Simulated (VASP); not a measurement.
Write the native input for VASP 6.6.1 that does the following.

| Quantity | Value |
| --- | --- |
| Task | single point |
| Functional | PBEsol |
| Potentials or basis | VASP PAW PBE potentials, release 64 (Rh_pv) |
| Cutoff | 500 eV |
| k mesh | 20 × 20 × 20 |
| Occupations | fermi-dirac, width 0.08 eV |
| Spin | no spin polarisation |
| Dipole correction | no |
| Further INCAR settings | ALGO = Normal; EDIFF = 1e-06; NBANDS = 14 |

The structure of Rh lies in POSCAR:

```
Rh
1.0
    0.0000000000      1.8904315232      1.8904315232
    1.8904315232      0.0000000000      1.8904315232
    1.8904315232      1.8904315232      0.0000000000
Rh
1
Direct
    0.0000000000      0.0000000000      0.0000000000
```

One way to write it, as run:

INCAR

```
SYSTEM = Rh
ALGO = Normal ; EDIFF = 1E-6
ENCUT = 500 ; GGA = PS
GGA_COMPAT = .False. ; ISIF = 2
ISMEAR = -1 ; LASPH = .True.
LCHARG = .False. ; LREAL = .False.
LWAVE = .False. ; NBANDS = 14
NELM = 120 ; PREC = Accurate
SIGMA = 0.08
```

KPOINTS

```
k-points
0
Gamma
  20 20 20
  0 0 0
```

Potentials or basis: VASP PAW PBE potentials, release 64 (Rh_pv).

Command:

```console
$ cat potpaw_PBE.64/Rh_pv/POTCAR > POTCAR
$ mpirun -np 1 vasp_std > vasp.out
```

It gave:

- Pressure: 0.0 GPa
- Band gap on the k mesh: zero (an odd number of electrons rules out a gap without spin polarisation)

Caveat: the PAW data sets were made with another functional, which shifts forces and pressure a little.

It took 45 s on 1 thread of Oxide Virtual Turin-like Processor, with other jobs on the host, peak memory 0.12 GiB.
